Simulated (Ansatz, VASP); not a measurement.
## Ge in VASP and in Ansatz

The input INCAR:

```
SYSTEM = Ge
PREC = Accurate
ENCUT = 520
EDIFF = 1E-7
ISMEAR = -1
SIGMA = 0.1
LREAL = .FALSE.
LASPH = .TRUE.
NELM = 100
ALGO = Normal
ISIF = 2
LWAVE = .FALSE.
LCHARG = .TRUE.
GGA = B5
ALDAX = 1.0
AGGAX = 1.0
AGGAC = 1.0
ALDAC = 0.0
LELF = .TRUE.
LVHAR = .TRUE.
NBANDS = 21
```

File KPOINTS:

```
regular mesh
0
G
  13 13 7
  0 0 0
```

The input POSCAR:

```
Ge
1.0
    3.3039008425      0.0000000000      0.0000000000
   -1.6519504212      2.8612620612      0.0000000000
    0.0000000000      0.0000000000      5.1097311797
Ge
2
Direct
    0.3333333333      0.6666666667      0.2500000000
    0.6666666667      0.3333333333      0.7500000000
```

Input for Ansatz:

```yaml
crystal:
  lattice:
    - [3.3039008425, 0.0, 0.0]
    - [-1.6519504212, 2.8612620612, 0.0]
    - [0.0, 0.0, 5.1097311797]
  atoms:
    - { symbol: Ge, position: [0.3333333333, 0.6666666667, 0.25] }
    - { symbol: Ge, position: [0.6666666667, 0.3333333333, 0.75] }
hamiltonian:
  xc: blyp
  pseudopotentials:
    kind: paw
    azcp:
      Ge: "pseudopotentials/Ge.paw.azcp"
basis:
  ecutwfc: 420
  fft_grid_basis: typed
kpoints:
  mp_grid: { grid: [13, 13, 7], shift: [0, 0, 0] }
magnetization:
  spin_polarized: false
scf:
  occupations: { method: fermi_dirac, width: 0.1 }
  lower_state_search: "off"
output:
  stress: true
```

Alike in both runs: task single point; functional BLYP; k mesh 13 × 13 × 7; occupations fermi-dirac, width 0.1 eV; no spin polarisation.

```csv
,VASP,Ansatz
version,VASP 6.6.1,Ansatz 0.2.0
potentials or method,"VASP PAW PBE potentials, release 64 (Ge_d), cutoff 520 eV","plane waves (420 eV) with PAW, scalar-relativistic"
valence electrons in the cell,28,28
```

|  | VASP | Ansatz | Ansatz less VASP |
| --- | --- | --- | --- |
| pressure (GPa) | -4.1 | -4.2 | -0.02 |
| traceless stress, the component that is largest in VASP (GPa) | 0.17 | 0.16 | -0.013 |

VASP's potentials were made for PBE, not for BLYP. With one functional, cell and mesh, what is left measures potentials, basis and numerics.
